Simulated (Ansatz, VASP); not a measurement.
## Y in VASP and in Ansatz

The input INCAR:

```
SYSTEM = Y
PREC = Accurate
ENCUT = 520
EDIFF = 1E-6
ISMEAR = 0
SIGMA = 0.15
LREAL = .False.
LASPH = .True.
NELM = 80
ALGO = Fast
ISIF = 2
LWAVE = .False.
LCHARG = .False.
GGA = PS
NBANDS = 18
```

The input KPOINTS:

```
regular mesh
0
Gamma
  15 15 8
  0 0 0
```

Contents of POSCAR:

```
Y
1.0
    3.7975592066      0.0000000000      0.0000000000
   -1.8987796033      3.2887827453      0.0000000000
    0.0000000000      0.0000000000      5.9772960000
Y
2
Direct
    0.3333333333      0.6666666667      0.2500000000
    0.6666666667      0.3333333333      0.7500000000
```

Input for Ansatz:

```yaml
crystal:
  lattice:
    - [3.7975592066, 0.0, 0.0]
    - [-1.8987796033, 3.2887827453, 0.0]
    - [0.0, 0.0, 5.977296]
  atoms:
    - { symbol: "Y", position: [0.3333333333, 0.6666666667, 0.25] }
    - { symbol: "Y", position: [0.6666666667, 0.3333333333, 0.75] }
basis:
  ecutwfc: 420
kpoints:
  mp_grid: { grid: [15, 15, 8] }
hamiltonian:
  xc: pbesol
scf:
  occupations: { method: gaussian, width: 0.15 }
output:
  forces: true
  stress: true
  eigenvalues: true
```

Change from the starting cell: strain +0.040 along x and y, +0.040 along z, atoms carried along.

Alike in both runs: task single point; functional PBEsol; k mesh 15 × 15 × 8; occupations gaussian, width 0.15 eV; no spin polarisation.

```csv
,VASP,Ansatz
version,VASP 6.6.1,Ansatz 0.2.0
potentials or method,"VASP PAW PBE potentials, release 64 (Y_sv), cutoff 520 eV","scalar-relativistic, plane waves, PAW"
valence electrons in the cell,22,22
```

|  | VASP | Ansatz | Ansatz less VASP |
| --- | --- | --- | --- |
| gap on the k mesh at the Fermi level (eV) | none | none | - |
| pressure (GPa) | -5.7 | -5.7 | +0.06 |
| traceless stress, the component that is largest in VASP (GPa) | -0.37 | -0.37 | +0.001 |

VASP's potentials were made for PBE, not for PBEsol. A gap of «none» marks a metal or a gap that the smearing closes. The functional is the same, so the differences come from potentials, cutoffs and numerics.
